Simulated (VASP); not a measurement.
# Hg (P6_3/mmc) in VASP: further runs, part 2 of 2

VASP 6.6.1. Earlier steps stand in the parts before.

### 3 Single point, PBEsol+D3(BJ)

This run uses another cell than the first one, of 21.07 Å³/atom.

Input file INCAR:

```
SYSTEM = Hg
ALGO     = Normal         ! electronic algorithm
EDIFF    = 1E-6           ! SCF threshold, eV
ENCUT    = 550            ! plane-wave cutoff, eV
GGA      = PS             ! functional
GGA_COMPAT= .False.      
ISIF     = 2              ! what is computed and relaxed
ISMEAR   = 0              ! smearing method
IVDW     = 12             ! dispersion correction
LASPH    = .True.         ! aspherical terms in the spheres
LCHARG   = .False.        ! write CHGCAR
LREAL    = .False.        ! projectors in reciprocal space
LWAVE    = .False.        ! write WAVECAR
NBANDS   = 27             ! bands
NELM     = 120            ! most SCF steps
PREC     = Accurate       ! precision mode
SIGMA    = 0.15           ! smearing width, eV
```

Input file KPOINTS:

```
k-points
0
Gamma
  18 18 10
  0 0 0
```

Input file POSCAR:

```
Hg
1.0
    2.9964000000      0.0000000000      0.0000000000
   -1.4982000000      2.5949585199      0.0000000000
    0.0000000000      0.0000000000      5.4194000000
Hg
2
Direct
    0.6666666667      0.3333333333      0.7500000000
    0.3333333333      0.6666666667      0.2500000000
```

Potentials or basis: VASP PAW PBE potentials, release 64 (Hg_sv_GW).

The run is started by

```console
$ cat potpaw_PBE.64/Hg_sv_GW/POTCAR > POTCAR
$ mpirun -np 1 vasp_std > vasp.out
```

Wall time 2.3 min (1 thread of AMD EPYC 9R45 (Zen 5), shared host); peak memory 0.35 GiB.

It converged, with:

* Free energy: -1.9881 eV
* Pressure: 1.7 GPa
* Band gap on the k mesh: zero (bands 20 and 21 overlap by 2.95 eV)
* Dispersion energy per atom: -0.476 eV

Stress tensor (GPa, compression positive):
```
2.33 0.00 0.00
0.00 2.33 0.00
0.00 0.00 0.55
```

Levels at points of the mesh, in eV from the Fermi level:
| k point | band 16 | band 17 | band 18 | band 19 | band 20 | band 21 | band 22 | band 23 | band 24 | band 25 |
| --- | --- | --- | --- | --- | --- | --- | --- | --- | --- | --- |
| (0.00, 0.00, 0.00) | -6.69 | -6.69 | -6.14 | -6.14 | -2.76 | -2.58 | 11.62 | 13.13 | 14.54 | 14.89 |
| (0.50, 0.00, 0.00) | -6.13 | -5.79 | -5.73 | -2.26 | -1.87 | 2.12 | 2.52 | 3.78 | 7.10 | 8.13 |
| (0.00, 0.00, 0.50) | -7.27 | -6.37 | -6.37 | -6.37 | -6.37 | 5.05 | 5.05 | 13.37 | 13.37 | 15.58 |
| (0.50, 0.00, 0.50) | -6.18 | -5.76 | -5.76 | -1.44 | -1.44 | -0.19 | -0.19 | 8.81 | 8.81 | 10.21 |

Caveat: the PAW data sets were made with another functional, which shifts forces and pressure a little; spin-orbit coupling is left out, which moves the levels of the heavy elements.

### 4 Single point, PBEsol+D3(BJ)

This run uses another cell than the first one, of 20.72 Å³/atom.

Input file INCAR:

```
SYSTEM = Hg
PREC = Accurate
ENCUT = 550
EDIFF = 1E-6
ISMEAR = 0
SIGMA = 0.15
LREAL = .FALSE.
LASPH = .TRUE.
NELM = 120
ALGO = Normal
ISIF = 2
LWAVE = .FALSE.
LCHARG = .TRUE.
GGA = PS
IVDW = 12
LELF = .TRUE.
LVHAR = .TRUE.
NBANDS = 27
GGA_COMPAT = .FALSE.
```

Input file KPOINTS:

```
regular mesh
0
G
  18 18 10
  0 0 0
```

Input file POSCAR:

```
Hg
1.0
    3.1935000000      0.0000000000      0.0000000000
   -1.5967500000      2.7656521270      0.0000000000
    0.0000000000      0.0000000000      4.6914000000
Hg
2
Direct
    0.6666666667      0.3333333333      0.7500000000
    0.3333333333      0.6666666667      0.2500000000
```

The run is started by

```console
$ cat potpaw_PBE.64/Hg_sv_GW/POTCAR > POTCAR
$ mpirun -np 1 vasp_std > vasp.out
```

Wall time 80 s (1 thread of AMD EPYC 9R45 (Zen 5), shared host); peak memory 0.34 GiB.

The run converged. Its results:

- Free energy: -1.9782 eV
- Pressure: 3.5 GPa
- Band gap on the k mesh: zero (bands 20 and 21 overlap by 1.22 eV)
- Dispersion energy per atom: -0.484 eV

Stress tensor (GPa, compression positive):
```
3.62 0.00 0.00
0.00 3.62 0.00
0.00 0.00 3.36
```

Levels at points of the mesh, in eV from the Fermi level:
```csv
k point,band 18,band 19,band 20,band 21,band 22,band 23
"(0.00, 0.00, 0.00)",-6.11,-6.11,-1.72,-0.08,11.85,11.90
"(0.50, 0.00, 0.00)",-5.82,-3.15,-3.03,3.79,3.90,4.43
"(0.00, 0.00, 0.50)",-6.38,-6.38,-6.38,9.34,9.34,11.99
"(0.50, 0.00, 0.50)",-6.14,-1.96,-1.96,-0.36,-0.36,9.03
```

Caveat: the cell stands under pressure; the PAW data sets were made with another functional, which shifts forces and pressure a little; spin-orbit coupling is left out, which moves the levels of the heavy elements.

### 5 Single point, PBEsol+D3(BJ)

This run uses another cell than the first one, of 20.41 Å³/atom.

Input file INCAR:

```
PREC = Accurate
ENCUT = 550
EDIFF = 1E-6
ISMEAR = 0
SIGMA = 0.15
LREAL = False
LASPH = True
NELM = 120
ALGO = Normal
ISIF = 2
LWAVE = False
LCHARG = True
GGA = PS
IVDW = 12
LELF = True
LVHAR = True
NBANDS = 27
GGA_COMPAT = False
```

Input file KPOINTS:

```
Automatic mesh
0
Gamma
  18 18 10
```

Input file POSCAR:

```
Hg
1.0
    3.2329000000      0.0000000000      0.0000000000
   -1.6164500000      2.7997735279      0.0000000000
    0.0000000000      0.0000000000      4.5094000000
Hg
2
Direct
    0.6666666667      0.3333333333      0.7500000000
    0.3333333333      0.6666666667      0.2500000000
```

The run is started by

```console
$ cat potpaw_PBE.64/Hg_sv_GW/POTCAR > POTCAR
$ mpirun -np 1 vasp_std > vasp.out
```

It took 98 s on 1 thread of Intel Xeon 6975P-C (Granite Rapids), shared host; peak memory 0.38 GiB.

Results (log left out):

| Item | Value |
| --- | --- |
| Free energy | -1.9552 eV |
| Pressure | 5.3 GPa |
| Band gap on the k mesh | zero (bands 20 and 21 overlap by 1.63 eV) |
| Dispersion energy per atom | -0.492 eV |

Stress tensor (GPa, compression positive):
```
4.72 0.00 0.00
0.00 4.72 0.00
0.00 0.00 6.51
```

Levels at points of the mesh, in eV from the Fermi level:
| k point | band 17 | band 18 | band 19 | band 20 | band 21 | band 22 | band 23 | band 24 |
| --- | --- | --- | --- | --- | --- | --- | --- | --- |
| (0.00, 0.00, 0.00) | -7.13 | -6.17 | -6.17 | -1.43 | 0.62 | 11.25 | 11.25 | 11.48 |
| (0.50, 0.00, 0.00) | -6.23 | -5.81 | -3.47 | -3.35 | 4.28 | 4.39 | 4.68 | 5.37 |
| (0.00, 0.00, 0.50) | -6.42 | -6.42 | -6.42 | -6.42 | 10.61 | 10.61 | 11.61 | 11.61 |
| (0.50, 0.00, 0.50) | -6.30 | -6.30 | -2.16 | -2.16 | -0.36 | -0.36 | 8.81 | 8.81 |

Caveat: the cell stands under pressure; the PAW data sets were made with another functional, which shifts forces and pressure a little; spin-orbit coupling is left out, which moves the levels of the heavy elements.

### 6 Single point, PBEsol+D3(BJ)

This run uses another cell than the first one, of 21.42 Å³/atom.

Input file INCAR:

```
SYSTEM = Hg
PREC = Accurate
ENCUT = 550
EDIFF = 1E-6
ISMEAR = 0
SIGMA = 0.15
LREAL = .False.
LASPH = .True.
NELM = 120
ALGO = Normal
ISIF = 2
LWAVE = .False.
LCHARG = .True.
GGA = PS
IVDW = 12
LELF = .True.
LVHAR = .True.
NBANDS = 27
GGA_COMPAT = .False.
```

Input file KPOINTS:

```
regular mesh
0
Gamma
  18 18 10
  0 0 0
```

Input file POSCAR:

```
Hg
1.0
    3.3118000000      0.0000000000      0.0000000000
   -1.6559000000      2.8681029323      0.0000000000
    0.0000000000      0.0000000000      4.5094000000
Hg
2
Direct
    0.6666666667      0.3333333333      0.7500000000
    0.3333333333      0.6666666667      0.2500000000
```

Potentials or basis: VASP PAW PBE potentials, release 64 (Hg_sv_GW).

The run is started by

```console
$ cat potpaw_PBE.64/Hg_sv_GW/POTCAR > POTCAR
$ mpirun -np 1 vasp_std > vasp.out
```

Wall time 100 s (1 thread of Intel Xeon 6975P-C (Granite Rapids), shared host); peak memory 0.39 GiB.

It converged, with:

| Property | Result |
| --- | --- |
| Free energy | -1.9980 eV |
| Pressure | 1.9 GPa |
| Band gap on the k mesh | zero (bands 20 and 21 overlap by 1.80 eV) |
| Dispersion energy per atom | -0.468 eV |

Stress tensor (GPa, compression positive):
```
1.39 0.00 0.00
0.00 1.39 0.00
0.00 0.00 2.87
```

Levels at points of the mesh, in eV from the Fermi level:
| k point | band 18 | band 19 | band 20 | band 21 | band 22 | band 23 |
| --- | --- | --- | --- | --- | --- | --- |
| (0.00, 0.00, 0.00) | -6.06 | -6.06 | -1.01 | 0.80 | 10.60 | 10.60 |
| (0.50, 0.00, 0.00) | -5.71 | -3.43 | -3.40 | 4.38 | 4.51 | 4.71 |
| (0.00, 0.00, 0.50) | -6.27 | -6.27 | -6.27 | 10.85 | 10.85 | 11.47 |
| (0.50, 0.00, 0.50) | -6.22 | -2.06 | -2.06 | -0.35 | -0.35 | 8.51 |

Caveat: the PAW data sets were made with another functional, which shifts forces and pressure a little; spin-orbit coupling is left out, which moves the levels of the heavy elements.

### 7 Single point, PBEsol+D3(BJ)

This run uses another cell than the first one, of 20.55 Å³/atom.

Input file INCAR:

```
SYSTEM = Hg
  PREC = Accurate
  ENCUT = 550
  EDIFF = 1E-6
  ISMEAR = 0
  SIGMA = 0.15
  LREAL = .False.
  LASPH = .True.
  NELM = 120
  ALGO = Normal
  ISIF = 2
  LWAVE = .False.
  LCHARG = .False.
  GGA = PS
  IVDW = 12
  NBANDS = 27
  GGA_COMPAT = .False.
```

Input file KPOINTS:

```
Automatic mesh
0
Gamma
  18 18 10
  0 0 0
```

POSCAR: that of step 6 with these lines changed.

```diff
@@ -4,3 +4,3 @@
    -1.6559000000      2.8681029323      0.0000000000
-    0.0000000000      0.0000000000      4.5094000000
+    0.0000000000      0.0000000000      4.3274000000
 Hg
```

The run is started by

```console
$ cat potpaw_PBE.64/Hg_sv_GW/POTCAR > POTCAR
$ mpirun -np 1 vasp_std > vasp.out
```

It took 2.3 min on 1 thread of Intel Xeon Platinum 8559C (Emerald Rapids), shared host; peak memory 0.38 GiB.

Results (log left out):

```yaml
Free_energy: -1.9324 eV
Pressure: 5.9 GPa
Band_gap_on_the_k_mesh: zero (bands 20 and 21 overlap by 2.16 eV)
Dispersion_energy_per_atom: -0.488 eV
```

Stress tensor (GPa, compression positive):
```
4.49 0.00 0.00
0.00 4.49 0.00
0.00 0.00 8.63
```

Levels at points of the mesh, in eV from the Fermi level:
```tsv
k point	band 18	band 19	band 20	band 21	band 22	band 23
(0.00, 0.00, 0.00)	-6.15	-6.15	-0.84	1.52	10.33	10.33
(0.50, 0.00, 0.00)	-5.73	-3.74	-3.68	4.73	4.96	4.98
(0.00, 0.00, 0.50)	-6.34	-6.34	-6.34	11.18	11.18	11.77
(0.50, 0.00, 0.50)	-6.38	-2.26	-2.26	-0.30	-0.30	8.51
```

Caveat: the cell stands under pressure; the PAW data sets were made with another functional, which shifts forces and pressure a little; spin-orbit coupling is left out, which moves the levels of the heavy elements.

### 8 Overview

```csv
cell,gap on the mesh (eV),pressure (GPa)
"a = 2.996, b = 2.996, c = 5.601 Å, angles 90.0, 90.0, 120.0°, 2 atoms",none,-0.1
"a = 2.996, b = 2.996, c = 5.419 Å, angles 90.0, 90.0, 120.0°, 2 atoms",none,1.7
"a = 3.193, b = 3.194, c = 4.691 Å, angles 90.0, 90.0, 120.0°, 2 atoms",none,3.5
"a = 3.233, b = 3.233, c = 4.509 Å, angles 90.0, 90.0, 120.0°, 2 atoms",none,5.3
"a = 3.312, b = 3.312, c = 4.509 Å, angles 90.0, 90.0, 120.0°, 2 atoms",none,1.9
"a = 3.312, b = 3.312, c = 4.327 Å, angles 90.0, 90.0, 120.0°, 2 atoms",none,5.9
```

Alike in all rows: task single point; level PBEsol+D3(BJ); potentials or basis VASP PAW PBE potentials, release 64 (Hg_sv_GW); no spin polarisation; k mesh 18 × 18 × 10; cutoff (eV) 550; smearing gaussian 0.15 eV.

Caveats: the PAW data sets were made with another functional, which shifts forces and pressure a little; spin-orbit coupling is left out, which moves the levels of the heavy elements; the cell stands under pressure (at least some runs).

Absolute energies hang on the potentials; compare differences alone.
